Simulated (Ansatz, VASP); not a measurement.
**Two plane-wave programs on Ca4Bi2O**

The input INCAR:

```
SYSTEM = Ca4Bi2O
ALGO = Normal ; EDIFF = 1E-6
ENCUT = 520 ; ISIF = 2
ISMEAR = 0 ; LASPH = .TRUE.
LCHARG = .FALSE. ; LREAL = .FALSE.
LWAVE = .FALSE. ; NBANDS = 47
NELM = 80 ; PREC = Accurate
SIGMA = 0.05
```

KPOINTS

```
k-points
0
G
  6 6 6
  0 0 0
```

Contents of POSCAR:

```
Ca4Bi2O
1.0
    0.0000000000     -4.7532325118      0.0000000000
    4.7532325118      0.0000000000      0.0000000000
   -2.3766162559      2.3766162559      8.2689634701
Ca Bi O
4 2 1
Direct
    0.3372786500      0.3372786500      0.6745573000
    0.5000000000      0.0000000000      0.0000000000
    0.6627213500      0.6627213500      0.3254427000
    0.0000000000      0.5000000000      0.0000000000
    0.1407579200      0.1407579200      0.2815158400
    0.8592420800      0.8592420800      0.7184841600
    0.5000000000      0.5000000000      0.0000000000
```

Input for Ansatz:

```yaml
crystal:
  lattice:
    - [0.0, -4.7532325118, 0.0]
    - [4.7532325118, 0.0, 0.0]
    - [-2.3766162559, 2.3766162559, 8.2689634701]
  atoms:
    - { symbol: Ca, position: [0.33727865, 0.33727865, 0.6745573] }
    - { symbol: Ca, position: [0.5, 0.0, 0.0] }
    - { symbol: Ca, position: [0.66272135, 0.66272135, 0.3254427] }
    - { symbol: Ca, position: [0.0, 0.5, 0.0] }
    - { symbol: Bi, position: [0.14075792, 0.14075792, 0.28151584] }
    - { symbol: Bi, position: [0.85924208, 0.85924208, 0.71848416] }
    - { symbol: O, position: [0.5, 0.5, 0.0] }
basis:
  ecutwfc: 420
  fft_grid_basis: typed
kpoints:
  mp_grid: { grid: [6, 6, 6] }
hamiltonian:
  xc: lda
  pseudopotentials: { kind: paw }
scf:
  occupations: { method: gaussian, width: 0.05 }
  n_extra_bands: 7
output:
  forces: true
  stress: false
  eigenvalues: true
  bader: false
  write_density: false
  volumetric_format: npy
  band_densities:
    - { e_range: [-0.99, -0.38] }
    - { e_range: [0.37, 0.98] }
    - { e_range: [-4.93, -3.4] }
    - { e_range: [-3.4, -1.89] }
    - { e_range: [-4.94, -0.36] }
    - { e_range: [-10.75, -10.15] }
    - { e_range: [-17.97, -17.15] }
  dos:
    e_range: [-30, 8]
    de: 0.02
    method: { smearing: { sigma: 0.03, scheme: gaussian } }
    projected: { site_lists: { Bi: [Bi], Ca: [Ca], O: [O] } }
checkpoint:
  read: start.run
  write: ck
  compress: false
  write_wavefunctions: false
  write_every: 100000
```

Alike in both runs: task single point; functional LDA; k mesh 6 × 6 × 6; occupations gaussian, width 0.05 eV; no spin polarisation.

```csv
,VASP,Ansatz
version,VASP 6.6.1,Ansatz 0.2.0
potentials or method,"VASP PAW LDA potentials, release 64 (Ca_sv, Bi_d, O), cutoff 520 eV","scalar-relativistic, plane waves, PAW"
valence electrons in the cell,76,76
```

```tsv
	VASP	Ansatz	Ansatz less VASP
gap on the k mesh at the Fermi level (eV)	0.76	0.77	+0.011
rms of the force components (eV/Å)	0.042	0.045	+0.0032
```

LDA's correlation is that of Perdew and Zunger in VASP and of Perdew and Wang (1992) in Ansatz. Atom by atom the forces differ by 0.003 eV/Å (rms over components).

Neither program's run includes spin-orbit coupling.
